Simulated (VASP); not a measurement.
Runs of VASP 6.6.1 on InSe. The structure is that of space group P-6m2 (No. 187), or close to it. The cells are those of the table. 

| cell | gap on the mesh (eV) | largest force (eV/Å) |
| --- | --- | --- |
| a = 4.094, b = 4.094, c = 36.721 Å, angles 90.0, 90.0, 120.0°, 4 atoms | (b) | 0.99 |
| a = 3.892, b = 3.892, c = 36.721 Å, angles 90.0, 90.0, 120.0°, 4 atoms | (a) | 0.67 |
| a = 4.161, b = 4.161, c = 36.721 Å, angles 90.0, 90.0, 120.0°, 4 atoms | (c) | 0.87 |
| a = 4.027, b = 4.027, c = 36.721 Å, angles 90.0, 90.0, 120.0°, 4 atoms | 1.66 | 0.36 |

Alike in all rows: task single point; level PBE+D3(BJ); potentials or basis VASP PAW PBE potentials, release 64 (Se, In_d); no spin polarisation; k mesh 9 × 9 × 1; cutoff (eV) 520; smearing gaussian 0.02 eV.

Q: Estimate the missing entries.

A: (a) 2.04; (b) 1.29; (c) 1.34.

Caveats: spin-orbit coupling is left out, which moves the levels of the heavy elements.

A k mesh can miss the band edges, and the runs leave out spin-orbit coupling on In, Se.
